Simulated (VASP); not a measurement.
# YN (Fm-3m) in VASP: single point with PBEsol

Aim: the single point of YN with PBEsol.

Everything below comes from runs of VASP 6.6.1. Logs are shortened: lines on timing, memory, paths and dates and some standing lists are left out, and cuts for length are marked.

## Step 1: The cell of the first run

The structure is cubic, space group Fm-3m (No. 225). The conventional cell has a = 4.877 Å, b = 4.877 Å, c = 4.877 Å, α = 90.00°, β = 90.00°, γ = 90.00°. Within 3.2 Å of Y (site symmetry m-3m) lie 6 N at 2.44 Å. Within 3.2 Å of N (site symmetry m-3m) lie 6 Y at 2.44 Å.

## Step 2: Single point, PBEsol

Contents of INCAR:

```
ALGO     = Normal         # electronic algorithm
EDIFF    = 1E-6           # SCF threshold, eV
ENCUT    = 600            # plane-wave cutoff, eV
GGA      = PS             # functional
GGA_COMPAT= F            
ISIF     = 2              # what is computed and relaxed
ISMEAR   = -1             # smearing method
LASPH    = T              # aspherical terms in the spheres
LCHARG   = F              # write CHGCAR
LREAL    = F              # projectors in reciprocal space
LWAVE    = F              # write WAVECAR
NBANDS   = 15             # bands
NELM     = 120            # most SCF steps
PREC     = Accurate       # precision mode
SIGMA    = 0.1            # smearing width, eV
```

Contents of KPOINTS:

```
k-points
0
Gamma
  6 6 6
```

Contents of POSCAR:

```
YN
1.0
    0.0000000000      2.4385000000      2.4385000000
    2.4385000000      0.0000000000      2.4385000000
    2.4385000000      2.4385000000      0.0000000000
Y N
1 1
Direct
    0.0000000000      0.0000000000      0.0000000000
    0.5000000000      0.5000000000      0.5000000000
```

Potentials or basis: VASP PAW PBE potentials, release 64 (Y_sv, N).

The run is started by

```
$ cat potpaw_PBE.64/Y_sv/POTCAR potpaw_PBE.64/N/POTCAR > POTCAR
$ mpirun -np 1 vasp_std > vasp.out
```

OUTCAR:

```text
EDIFF = 1E-6
   ENCUT = 600
   GGA = PS
   ISIF = 2
   ISMEAR = -1
   LASPH = T
   LREAL = F
   NELM = 120
   PREC = Accurate

 ion  position               nearest neighbor table
   1  0.000  0.000  0.000-   2 2.44   2 2.44   2 2.44   2 2.44   2 2.44   2 2.44
   2  0.500  0.500  0.500-   1 2.44   1 2.44   1 2.44   1 2.44   1 2.44   1 2.44

  LATTYP: Found a face centered cubic cell.
 ALAT       =     4.8770000000

  Lattice vectors:

 A1 = (   0.0000000000,   2.4385000000,   2.4385000000)
 A2 = (   2.4385000000,   0.0000000000,   2.4385000000)
 A3 = (   2.4385000000,   2.4385000000,   0.0000000000)

Analysis of symmetry for initial positions (statically):
=====================================================================
 Subroutine PRICEL returns:
 Original cell was already a primitive cell.

 Routine SETGRP: Setting up the symmetry group for a
 face centered cubic supercell.

 Subroutine GETGRP returns: Found 48 space group operations
 (whereof 48 operations were pure point group operations)
 out of a pool of 48 trial point group operations.

The static configuration has the point symmetry O_h .

Analysis of symmetry for dynamics (positions and initial velocities):
=====================================================================
 Subroutine PRICEL returns:
 Original cell was already a primitive cell.

 Routine SETGRP: Setting up the symmetry group for a
 face centered cubic supercell.

 Subroutine GETGRP returns: Found 48 space group operations
 (whereof 48 operations were pure point group operations)
 out of a pool of 48 trial point group operations.

The dynamic configuration has the point symmetry O_h .

 Subroutine INISYM returns: Found 48 space group operations
 (whereof 48 operations are pure point group operations),
 and found     1 'primitive' translations

----------------------------------------------------------------------------------------

                                     Primitive cell

  volume of cell :      29.0000

  direct lattice vectors                    reciprocal lattice vectors
     0.000000000  2.438500000  2.438500000    -0.205044084  0.205044084  0.205044084
     2.438500000  0.000000000  2.438500000     0.205044084 -0.205044084  0.205044084
     2.438500000  2.438500000  0.000000000     0.205044084  0.205044084 -0.205044084

  length of vectors
     3.448559772  3.448559772  3.448559772     0.355146772  0.355146772  0.355146772

  position of ions in fractional coordinates (direct lattice)
     0.000000000  0.000000000  0.000000000
     0.500000000  0.500000000  0.500000000

  ion indices of the primitive-cell ions
   primitive index   ion index
                 1           1
                 2           2

----------------------------------------------------------------------------------------

 KPOINTS: k-points

Automatic generation of k-mesh.
 Grid dimensions read from file:
 generate k-points for:    6    6    6

 Generating k-lattice:

  Cartesian coordinates                     Fractional coordinates (reciprocal lattice)
    -0.034174014  0.034174014  0.034174014     0.166666667  0.000000000  0.000000000
     0.034174014 -0.034174014  0.034174014     0.000000000  0.166666667  0.000000000
     0.034174014  0.034174014 -0.034174014     0.000000000  0.000000000  0.166666667

  Length of vectors
     0.059191129  0.059191129  0.059191129

  Shift w.r.t. Gamma in fractional coordinates (k-lattice)
     0.000000000  0.000000000  0.000000000

 Subroutine IBZKPT returns following result:
 ===========================================

 Found     16 irreducible k-points:

 Following reciprocal coordinates:
            Coordinates               Weight
  0.000000  0.000000  0.000000      1.000000
  0.166667  0.000000  0.000000      8.000000
  0.333333  0.000000  0.000000      8.000000
  0.500000  0.000000  0.000000      4.000000
  0.166667  0.166667  0.000000      6.000000
  0.333333  0.166667  0.000000     24.000000
[... 8 lines left out ...]
 -0.333333  0.333333  0.166667     24.000000
 -0.333333  0.500000  0.166667     12.000000
   k-points           NKPTS =     16   k-points in BZ     NKDIM =     16   number of bands    NBANDS=     15
   number of dos      NEDOS =    301   number of ions     NIONS =      2
   total plane-waves  NPLWV =  21952
   dimension x,y,z NGX =    28 NGY =   28 NGZ =   28
   dimension x,y,z NGXF=    56 NGYF=   56 NGZF=   56
   ions per type =               1   1
   NGX,Y,Z   is equivalent  to a cutoff of  13.50, 13.50, 13.50 a.u.
   NGXF,Y,Z  is equivalent  to a cutoff of  27.00, 27.00, 27.00 a.u.
 SYSTEM =  unknown system
   PREC   = accura    normal or accurate (medium, high low for compatibility)
   ISTART =      0    job   : 0-new  1-cont  2-samecut
   ICHARG =      2    charge: 1-file 2-atom 10-const
   ISPIN  =      1    spin polarized calculation?
   LNONCOLLINEAR =      F non collinear calculations
   LSORBIT =      F    spin-orbit coupling
   LASPH  =      T    aspherical Exc in radial PAW
   ENCUT  =  600.0 eV  44.10 Ry    6.64 a.u.   6.89  6.89  6.89*2*pi/ulx,y,z
   NELM   =    120;   NELMIN=  2; NELMDL= -5     # of ELM steps
   EDIFF  = 0.1E-05   stopping-criterion for ELM
   LREAL  =      F    real-space projection
   EDIFFG = 0.1E-04   stopping-criterion for IOM
   NSW    =      0    number of steps for IOM
   IBRION =     -1    ionic relax: 0-MD 1-quasi-New 2-CG
   NFREE  =      0    steps in history (QN), initial steepest desc. (CG)
   ISIF   =      2    stress and relaxation
   ISYM   =      2    0-nonsym 1-usesym 2-fastsym
   POTIM  = 0.5000    time-step for ionic-motion
   TEBEG  =    0.0;   TEEND  =   0.0 temperature during run
   PSTRESS=    0.0 pullay stress
   NELECT =      16.0000    total number of electrons
   NUPDOWN=      -1.0000    fix difference up-down
   EMIN   =  10.00;   EMAX   =-10.00  energy-range for DOS
   EFERMI =   0.00;   METHOD = LEGACY
   ISMEAR =    -1;   SIGMA  =   0.10  broadening in eV -4-tet -1-fermi 0-gaus
   EFERMI_NEDOS =   21; number of points for ismear=-14 and -15
   IALGO  =     38    algorithm
   IMIX   =      4    mixing-type and parameters
     AMIX     =   0.40;   BMIX     =  1.00
     AMIX_MAG =   1.60;   BMIX_MAG =  1.00
  volume/ion in A,a.u.               =      14.50        97.85
  Fermi-wavevector in a.u.,A,eV,Ry     =   1.342710  2.537353 24.529520  1.802869
  Thomas-Fermi vector in A             =   2.470842
   LORBIT       =      0    0 simple, 1 ext, 2 COOP (PROOUT), +10 PAW based schemes
   GGA     = PS    functional components
   LHFCALC =     F    Hartree Fock is set to
   AEXX    =    0.0000 exact exchange contribution
   IVDW    =     0    specifies the selected vdW correction
   LEPSILON=     F    determine dielectric tensor
   LRPA    =     F    only Hartree local field effects (RPA)
 non-spin polarized calculation
  energy-cutoff  :      600.00
  volume of cell :       29.00
 maximum number of plane-waves:       982
   NGX = 13   NGY = 13   NGZ = 13

 number of electron      16.0000002 magnetization

 Free energy of the ion-electron system (eV)
  ---------------------------------------------------
  ext. energy  EPLUGINS =         0.00000000
  ---------------------------------------------------
  free energy    TOTEN  =       -19.12301963 eV

  energy without entropy =      -19.11787265  energy(sigma->0) =      -19.12044614

 E-fermi :   4.1147     XC(G=0): -11.4815

 val. band max:        4.0513102067   @ k =   0.0000   0.0000   0.0000
 cond. band min:       4.1456324497   @ k =   0.5000   0.5000   0.0000
 fundamental gap:      0.0943222430
 Fermi energy:         4.1146774521

 k-point     1 :       0.0000    0.0000    0.0000
  band No.  band energies     occupation
      1     -36.6099      2.00000
      2     -16.2716      2.00000
      3     -16.2716      2.00000
      4     -16.2716      2.00000
      5      -8.8343      2.00000
      6       4.0513      1.30665
      7       4.0513      1.30665
      8       4.0513      1.30664
      9       7.1551      0.00000
     10       7.1551      0.00000
     11       7.1551      0.00000
     12       8.1904      0.00000
     13       9.1810      0.00000
     14       9.1810      0.00000
     15      14.7710      0.00000

 k-point     2 :       0.1667    0.0000    0.0000
  band No.  band energies     occupation
      1     -36.5787      2.00000
      2     -16.6042      2.00000
      3     -16.2938      2.00000
      4     -16.2938      2.00000
      5      -8.3631      2.00000
      6       2.6080      2.00000
      7       3.2451      1.99967
      8       3.2451      1.99967
      9       7.3493      0.00000
     10       7.8094      0.00000
     11       7.8094      0.00000
     12       9.5735      0.00000
     13      10.4698      0.00000
     14      10.4698      0.00000
     15      16.4434      0.00000

 k-point     3 :       0.3333    0.0000    0.0000
  band No.  band energies     occupation
      1     -36.5155      2.00000
      2     -17.1888      2.00000
      3     -16.3375      2.00000
      4     -16.3375      2.00000
      5      -7.4539      2.00000
      6       0.6964      2.00000
      7       2.1761      2.00000
      8       2.1761      2.00000
      9       8.2862      0.00000
     10       9.3643      0.00000
     11       9.3643      0.00000
     12      11.2642      0.00000
     13      12.8576      0.00000
     14      12.8576      0.00000
     15      18.0214      0.00000
[... 199 lines left out ...]
 k-point    15 :      -0.3333    0.3333    0.1667
  band No.  band energies     occupation
      1     -36.4533      2.00000
      2     -17.1158      2.00000
      3     -16.7655      2.00000
      4     -16.5358      2.00000
      5      -7.6618      2.00000
      6       1.2843      2.00000
      7       2.3432      2.00000
      8       2.3642      2.00000
      9       8.2248      0.00000
     10       8.4312      0.00000
     11      11.4329      0.00000
     12      11.8723      0.00000
     13      13.3750      0.00000
     14      16.0434      0.00000
     15      16.4567      0.00000

 k-point    16 :      -0.3333    0.5000    0.1667
  band No.  band energies     occupation
      1     -36.4433      2.00000
      2     -17.0286      2.00000
      3     -16.7549      2.00000
      4     -16.6815      2.00000
      5      -8.0048      2.00000
      6       2.2619      2.00000
      7       2.4762      2.00000
      8       2.6802      2.00000
      9       6.4153      0.00000
     10       9.7293      0.00000
     11      11.3715      0.00000
     12      12.0607      0.00000
     13      12.6866      0.00000
     14      15.8420      0.00000
     15      16.1518      0.00000

------------------------ aborting loop because EDIFF is reached ----------------------------------------

  FORCE on cell =-STRESS in cart. coord.  units (eV):
  Direction    XX          YY          ZZ          XY          YZ          ZX
  --------------------------------------------------------------------------------------
  -------------------------------------------------------------------------------------
  Total       -0.4086618     -0.4086618     -0.4086618     -0.0000000      0.0000000      0.0000000
  in kB      -22.5775285    -22.5775285    -22.5775285     -0.0000000      0.0000000      0.0000000
  external PRESSURE =     -22.5775285 kB  Pullay stress =       0.0000000 kB

 VOLUME and BASIS-vectors are now :
 -----------------------------------------------------------------------------
  energy-cutoff  :      600.00
  volume of cell :       29.00
      direct lattice vectors                 reciprocal lattice vectors
     0.000000000  2.438500000  2.438500000    -0.205044084  0.205044084  0.205044084
     2.438500000  0.000000000  2.438500000     0.205044084 -0.205044084  0.205044084
     2.438500000  2.438500000  0.000000000     0.205044084  0.205044084 -0.205044084

 POSITION                                       TOTAL-FORCE (eV/Angst)
 -----------------------------------------------------------------------------------
      0.00000      0.00000      0.00000        -0.000000      0.000000      0.000000
      2.43850      2.43850      2.43850         0.000000     -0.000000     -0.000000
 -----------------------------------------------------------------------------------
    total drift:                                0.000000      0.000000      0.000000

  FREE ENERGIE OF THE ION-ELECTRON SYSTEM (eV)
  ---------------------------------------------------
  free  energy   TOTEN  =       -19.1230196285 eV

  energy  without entropy=      -19.1178726512  energy(sigma->0) =      -19.12044614
```

Wall time 11 s (1 thread of AMD EPYC 7R43 (Zen 3), shared host); peak memory 0.14 GiB.

What came out:

```
Free energy            : -19.1230 eV
Pressure               : -2.3 GPa
Band gap on the k mesh : 0.09 eV (least direct gap 0.48 eV)
```

Caveat: the PAW data sets were made with another functional, which shifts forces and pressure a little. A k mesh can miss the band edges.
